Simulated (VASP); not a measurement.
# Rh: single point with LDA

The system is Rh.

```
Rh
1.0
     0.00000    1.89785    1.89785
     1.89785    0.00000    1.89785
     1.89785    1.89785    0.00000
Rh
1
Direct
  0.00000 0.00000 0.00000
```

```yaml
Program: VASP 6.6.1
Task: single point
Functional: LDA
Potentials_or_basis: VASP PAW LDA potentials, release 64 (Rh_pv)
Cutoff: 500 eV
k_mesh: 12 × 12 × 12
Occupations: fermi-dirac, width 0.1 eV
Spin: no spin polarisation
Dipole_correction: no
Further_INCAR_settings: ALGO = Normal; EDIFF = 1e-06; NBANDS = 14
```

- Pressure: -8.7 GPa

Levels at points of the mesh, in eV from the Fermi level:
```csv
k point,band 4,band 5,band 6,band 7,band 8,band 9,band 10,band 11
"(0.00, 0.00, 0.00)",-8.05,-3.12,-3.12,-3.12,-0.98,-0.98,15.97,20.33
"(0.50, 0.00, 0.00)",-6.20,-3.19,-3.19,0.60,0.60,0.71,8.66,15.49
"(0.50, 0.50, 0.00)",-6.38,-6.02,0.58,1.01,1.01,3.23,12.33,13.26
```

It took 6.8 s on 1 thread of AMD EPYC 9R45 96-Core Processor (Zen 5), with other jobs on the host, peak memory 0.09 GiB.
